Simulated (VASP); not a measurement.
Set up this calculation in VASP 6.6.1, as the native input.

```yaml
Task: single point
Functional: r2SCAN
Potentials_or_basis: VASP PAW PBE potentials, release 64 (Nb_sv, As)
Cutoff: 550 eV
k_mesh: 12 × 12 × 12
Occupations: gaussian, width 0.1 eV
Spin: no spin polarisation
Dipole_correction: no
Further_INCAR_settings: ALGO = Normal; EDIFF = 1e-06; NBANDS = 16
```

NbAs:

```
CELL_PARAMETERS angstrom
0.00000 2.71628 2.71628
2.71628 0.00000 2.71628
2.71628 2.71628 0.00000
ATOMIC_POSITIONS crystal
Nb 0.00000 0.00000 0.00000
As 0.25000 0.25000 0.25000
```

One way to write it, as run:

POSCAR

```
NbAs
1.0
    0.0000000000      2.7162797754      2.7162797754
    2.7162797754      0.0000000000      2.7162797754
    2.7162797754      2.7162797754      0.0000000000
Nb As
1 1
Direct
    0.0000000000      0.0000000000      0.0000000000
    0.2500000000      0.2500000000      0.2500000000
```

INCAR.step1

```
SYSTEM = NbAs
PREC = Accurate ; ENCUT = 550
ISMEAR = 0 ; SIGMA = 0.1
LREAL = .FALSE. ; LASPH = .TRUE.
NELM = 120 ; NBANDS = 16
GGA = PE ; ALGO = Normal
EDIFF = 1E-5 ; LWAVE = .TRUE.
LCHARG = .FALSE. ; GGA_COMPAT = .FALSE.
```

INCAR.step2

```
SYSTEM = NbAs
PREC = Accurate ; ENCUT = 550
EDIFF = 1E-6 ; ISMEAR = 0
SIGMA = 0.1 ; LREAL = .FALSE.
LASPH = .TRUE. ; NELM = 120
ALGO = Normal ; ISIF = 2
LWAVE = .FALSE. ; LCHARG = .TRUE.
METAGGA = R2SCAN ; LMIXTAU = .TRUE.
LELF = .TRUE. ; LVHAR = .TRUE.
NBANDS = 16 ; ISTART = 1
GGA_COMPAT = .FALSE.
```

KPOINTS

```
regular mesh
0
G
  12 12 12
  0 0 0
```

Potentials or basis: VASP PAW PBE potentials, release 64 (Nb_sv, As).

Launch:

```console
$ cat potpaw_PBE.64/Nb_sv/POTCAR potpaw_PBE.64/As/POTCAR > POTCAR
$ cp INCAR.step1 INCAR
$ mpirun -np 1 vasp_std > vasp.out
$ cp INCAR.step2 INCAR
$ mpirun -np 1 vasp_std > vasp.out
```

It gave:

- Pressure: 28.0 GPa
- Band gap on the k mesh: zero (bands 9 and 10 overlap by 0.74 eV)

Caveat: the cell stands under pressure; the PAW data sets were made with another functional, which shifts forces and pressure a little.

It took 6.1 min on 1 thread of Intel Xeon 8259CL (shared host), peak memory 0.2 GiB.
